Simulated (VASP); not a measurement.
# HgTe: single point with PBEsol

Crystal: HgTe.

```xyz
2
Lattice="0.0000 3.1268 3.3202 3.1268 0.0000 3.3202 3.1268 3.1268 0.0000" Properties=species:S:1:pos:R:3 pbc="T T T"
Hg    0.0000    0.0000    0.0000
Te    4.6902    4.6902    4.9803
```

This cell differs from its parent crystal: strain -0.030 along x and y, +0.030 along z.

- Program: VASP 6.6.1
- Task: single point
- Functional: PBEsol
- Potentials or basis: VASP PAW PBE potentials, release 64 (Hg, Te)
- Cutoff: 520 eV
- k mesh: 14 × 14 × 14
- Occupations: gaussian, width 0.15 eV
- Spin: no spin polarisation
- Dipole correction: no
- Further INCAR settings: ALGO = Normal; EDIFF = 1e-06; NBANDS = 16

```yaml
Pressure: 3.0 GPa
Band_gap_on_the_k_mesh: zero (filled and empty bands touch)
```

Stress tensor (GPa, compression positive):
```
3.35 0.00 0.00
0.00 3.35 0.00
0.00 0.00 2.40
```

Levels at points of the mesh, in eV from the Fermi level:
```tsv
k point	band 7	band 8	band 9	band 10	band 11	band 12
(0.00, 0.00, 0.00)	-0.89	-0.35	-0.10	-0.10	3.96	3.96
(0.50, 0.00, 0.00)	-5.96	-1.40	-1.09	0.44	4.63	4.95
(0.50, 0.50, 0.00)	-6.05	-2.46	-2.46	1.95	2.30	7.80
(0.50, 0.00, 0.50)	-5.74	-2.79	-2.64	1.50	2.01	8.18
```

Wall time 91 s on 1 thread of Intel(R) Xeon(R) 6975P-C (Granite Rapids), on a shared host, peak memory 0.4 GiB.

Caveat: the cell differs from its parent crystal (strain -0.030 along x and y, +0.030 along z); the cell stands under pressure; semilocal functionals underestimate gaps, so a narrow gap can read as zero; the PAW data sets were made with another functional, which shifts forces and pressure a little; spin-orbit coupling is left out, which moves the levels of the heavy elements.
